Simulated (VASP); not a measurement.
Write the native input for VASP 6.6.1 that does the following.

| Property | Result |
| --- | --- |
| Task | single point |
| Functional | PBEsol |
| Potentials or basis | VASP PAW PBE potentials, release 64 (Ir, O) |
| Cutoff | 520 eV |
| k mesh | 8 × 8 × 12 |
| Occupations | gaussian, width 0.1 eV |
| Spin | no spin polarisation |
| Dipole correction | no |
| Further INCAR settings | ALGO = Normal; EDIFF = 1e-06; NBANDS = 30 |

The structure of IrO2 lies in POSCAR:

```
IrO2
1.0
    4.4714886336      0.0000000000      0.0000000000
    0.0000000000      4.4714886336      0.0000000000
    0.0000000000      0.0000000000      3.1535737106
Ir O
2 4
Direct
    0.0000000000      0.0000000000      0.0000000000
    0.5000000000      0.5000000000      0.5000000000
    0.3087819577      0.3087819577      0.0000000000
    0.1912180423      0.8087819577      0.5000000000
    0.6912180423      0.6912180423      0.0000000000
    0.8087819577      0.1912180423      0.5000000000
```

One way to write it, as run:

INCAR

```
SYSTEM = IrO2
ALGO = Normal
EDIFF = 1E-6
ENCUT = 520
GGA = PS
ISIF = 2
ISMEAR = 0
LASPH = .TRUE.
LCHARG = .FALSE.
LREAL = .FALSE.
LWAVE = .FALSE.
NBANDS = 30
NELM = 80
PREC = Accurate
SIGMA = 0.1
```

KPOINTS

```
k-points
0
G
  8 8 12
  0 0 0
```

Potentials or basis: VASP PAW PBE potentials, release 64 (Ir, O).

Run with:

```bash
$ cat potpaw_PBE.64/Ir/POTCAR potpaw_PBE.64/O/POTCAR > POTCAR
$ mpirun -np 1 vasp_std > vasp.out
```

Results of the run:

| Quantity | Value |
| --- | --- |
| Pressure | 3.0 GPa |
| Largest force | 0.005 eV/Å |
| Band gap on the k mesh | zero (band 21 reaches 6.86 eV, above the bottom of band 22 at 5.46 eV) |

Caveat: the PAW data sets were made with another functional, which shifts forces and pressure a little; spin-orbit coupling is left out, which moves the levels of the heavy elements.

Run time: 3.7 min on 1 thread of Intel Xeon 8259CL, with other jobs on the host, peak memory 0.3 GiB.
